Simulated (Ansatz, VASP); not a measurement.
One calculation of ZnS, two programs

```
CELL_PARAMETERS angstrom
5.44313 0.00000 0.00000
0.00000 2.72156 -2.72156
0.00000 8.51825 8.51825
ATOMIC_POSITIONS crystal
Zn 0.50000 0.50000 0.07986
Zn 0.00000 0.00000 0.23961
Zn 0.50000 0.50000 0.39936
Zn 0.00000 0.00000 0.55911
Zn 0.50000 0.50000 0.71885
Zn 0.00000 0.00000 0.87860
S 0.75000 0.00000 0.39936
S 0.25000 0.50000 0.55911
S 0.75000 0.00000 0.71885
S 0.25000 0.50000 0.87860
S 0.75000 0.00000 0.07986
S 0.25000 0.50000 0.23961
```

Alike in both runs: task single point; functional PBE; k mesh 5 × 7 × 3; occupations gaussian, width 0.05 eV; no spin polarisation.

|  | VASP | Ansatz |
| --- | --- | --- |
| version | VASP 6.6.1 | Ansatz 0.2.0 |
| potentials or method | VASP PAW PBE potentials, release 64 (Zn, S), cutoff 520 eV | scalar-relativistic, plane waves, PAW |
| valence electrons in the cell | 108 | 108 |

Ansatz gave:

| Property | Result |
| --- | --- |
| gap on the k mesh at the Fermi level (eV) | 1.78 |
| least direct gap on the mesh (eV) | 1.78 |
| pressure (GPa) | -1.5 |
| traceless stress, the component that is largest in VASP (GPa) | -1.23 |
| rms of the force components (eV/Å) | 0.248 |

**Question.** Which values does VASP return?

**Answer.** gap on the k mesh at the Fermi level (eV): 1.78; least direct gap on the mesh (eV): 1.78; pressure (GPa): -1.4; traceless stress, the component that is largest in VASP (GPa): -1.24; rms of the force components (eV/Å): 0.251.

Atom by atom the forces differ by 0.004 eV/Å (rms over components). With one functional, cell and mesh, what is left measures potentials, basis and numerics.
